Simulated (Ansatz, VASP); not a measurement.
## Na4C in VASP and in Ansatz

```
Na C
1.0
     4.58227    0.00000    0.00000
     0.00000    4.58227    0.00000
     0.00000    0.00000    4.58227
Na C
4 1
Direct
  0.00000 0.00000 0.00000
  0.50000 0.50000 0.00000
  0.50000 0.00000 0.50000
  0.00000 0.50000 0.50000
  0.50000 0.50000 0.50000
```

Change from the starting cell: species swapped into the Ni4N type (Pm-3m, No. 221).

Alike in both runs: task single point; functional PBE; k mesh 4 × 4 × 4; occupations gaussian, width 0.1 eV; collinear spin.

|  | VASP | Ansatz |
| --- | --- | --- |
| version | VASP 6.6.1 | Ansatz 0.2.0 |
| potentials or method | VASP PAW PBE potentials, release 64 (Na_pv, C), cutoff 520 eV | scalar-relativistic, plane waves, PAW |
| valence electrons in the cell | 32 | 40 |

VASP gave:

| Quantity | Value |
| --- | --- |
| gap on the k mesh at the Fermi level (eV) | none |
| pressure (GPa) | 9.9 |
| net moment per atom (μB) | 0.06 |
| size of the moment on the site where the two differ most (μB) | 0.23 |

**Question.** What did Ansatz give for the same quantities?

**Answer.** gap on the k mesh at the Fermi level (eV): none; pressure (GPa): 9.8; net moment per atom (μB): 0.06; size of the moment on the site where the two differ most (μB): 0.34.

Site moments also hang on the region over which each program counts them. A gap of «none» marks a metal or a gap that the smearing closes. The functional is the same, so the differences come from potentials, cutoffs and numerics. VASP's potentials hold 32 valence electrons a cell and Ansatz's 40, so a difference there can come from the potentials and not from the codes.
